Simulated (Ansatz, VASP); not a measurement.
## Two plane-wave programs on KZn5Pd

```
CELL_PARAMETERS angstrom
4.45834 0.00000 0.00000
0.00000 4.45834 0.00000
0.00000 0.00000 7.77180
ATOMIC_POSITIONS crystal
K 0.50000 0.50000 0.00000
Zn 0.50000 0.00000 0.67419
Zn 0.00000 0.50000 0.67419
Zn 0.50000 0.00000 0.32581
Zn 0.00000 0.50000 0.32581
Zn 0.00000 0.00000 0.00000
Pd 0.00000 0.00000 0.50000
```

Alike in both runs: functional PBE; k mesh 8 × 8 × 6; occupations gaussian, width 0.1 eV; no spin polarisation.

Ansatz relaxed the structure, and its values are those at the end. VASP's run is a single point on that final structure, the one shown.

|  | VASP | Ansatz |
| --- | --- | --- |
| version | VASP 6.6.1 | Ansatz 0.2.0 |
| potentials or method | VASP PAW PBE potentials, release 64 (K_sv, Zn, Pd), cutoff 520 eV | scalar-relativistic, plane waves, PAW |
| valence electrons in the cell | 79 | 87 |

VASP gave:

| Quantity | Value |
| --- | --- |
| gap on the k mesh at the Fermi level (eV) | none |
| pressure (GPa) | 0.1 |
| rms of the force components (eV/Å) | 0.007 |

Question: What did Ansatz give for the same quantities?

Answer: gap on the k mesh at the Fermi level (eV): none; pressure (GPa): 0.0; rms of the force components (eV/Å): 0.000.

A gap of «none» marks a metal or a gap that the smearing closes. VASP's potentials hold 79 valence electrons a cell and Ansatz's 87, so a difference there can come from the potentials and not from the codes.
